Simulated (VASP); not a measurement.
Crystal: GaAs.

```
CELL_PARAMETERS angstrom
0.00000 2.83309 2.83309
2.83309 0.00000 2.83309
2.83309 2.83309 0.00000
ATOMIC_POSITIONS crystal
Ga 0.00000 0.00000 0.00000
As 0.25000 0.25000 0.25000
```

Program: VASP 6.6.1. Alike in all runs: task single point; potentials or basis VASP PAW PBE potentials, release 64 (Ga_d, As); no spin polarisation; cell as given; cutoff (eV) 520. Hardware: 1 thread of Intel(R) Xeon(R) Platinum 8559C (Emerald Rapids) (shared host).

Question: Order these runs on this cell by their wall time, lowest first.
A. level PBE; k mesh 4 × 4 × 4; smearing gaussian 0.01 eV
B. level PBE; k mesh 8 × 8 × 8; smearing fermi-dirac 0.02 eV
C. level r2SCAN; k mesh 8 × 8 × 8; smearing gaussian 0.01 eV

Answer: A (6.5 s), B (14 s), C (60 s).

Caveats: some runs use coarse meshes.
